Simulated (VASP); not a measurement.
Write the native input for VASP 6.6.1 that does the following.

```yaml
Task: single point
Functional: PBE
Potentials_or_basis: VASP PAW PBE potentials, release 64 (P)
Cutoff: 520 eV
k_mesh: 10 × 7 × 3
Occupations: gaussian, width 0.03 eV
Spin: no spin polarisation
Dipole_correction: no
Further_INCAR_settings: ALGO = Normal; EDIFF = 1e-06; NBANDS = 30
```

The structure of P lies in POSCAR:

```
P
1.0
   -3.3104324909      0.0000000000      0.0000000000
    0.0000000000      0.0000000000     -4.5577726732
    0.0000000000    -11.2854350009      0.0000000000
P
8
Direct
    0.0000000000      0.0862797555      0.0940707859
    0.5000000000      0.0862797555      0.5940707859
    0.0000000000      0.4137202445      0.5940707859
    0.5000000000      0.4137202445      0.0940707859
    0.0000000000      0.9137202445      0.9059292141
    0.5000000000      0.9137202445      0.4059292141
    0.0000000000      0.5862797555      0.4059292141
    0.5000000000      0.5862797555      0.9059292141
```

The input as run:

INCAR

```
SYSTEM = P
ALGO = Normal
EDIFF = 1E-6
ENCUT = 520
GGA = PE
ISIF = 2
ISMEAR = 0
LASPH = .TRUE.
LCHARG = .FALSE.
LREAL = .FALSE.
LWAVE = .FALSE.
NBANDS = 30
NELM = 80
PREC = Accurate
SIGMA = 0.03
```

KPOINTS

```
k-points
0
G
  10 7 3
  0 0 0
```

Potentials or basis: VASP PAW PBE potentials, release 64 (P).

Run with:

```sh
$ cat potpaw_PBE.64/P/POTCAR > POTCAR
$ mpirun -np 1 vasp_std > vasp.out
```

It gave:

- Pressure: -0.3 GPa
- Largest force: 0.055 eV/Å
- Band gap on the k mesh: 0.14 eV

Caveat: this functional lacks dispersion, which binds the layers, so the pressure and a relaxed spacing across them are unreliable.

Run time: 3.1 min on 1 thread of AMD EPYC 7R43 64-Core Processor (Zen 3), with other jobs on the host, peak memory 0.33 GiB.
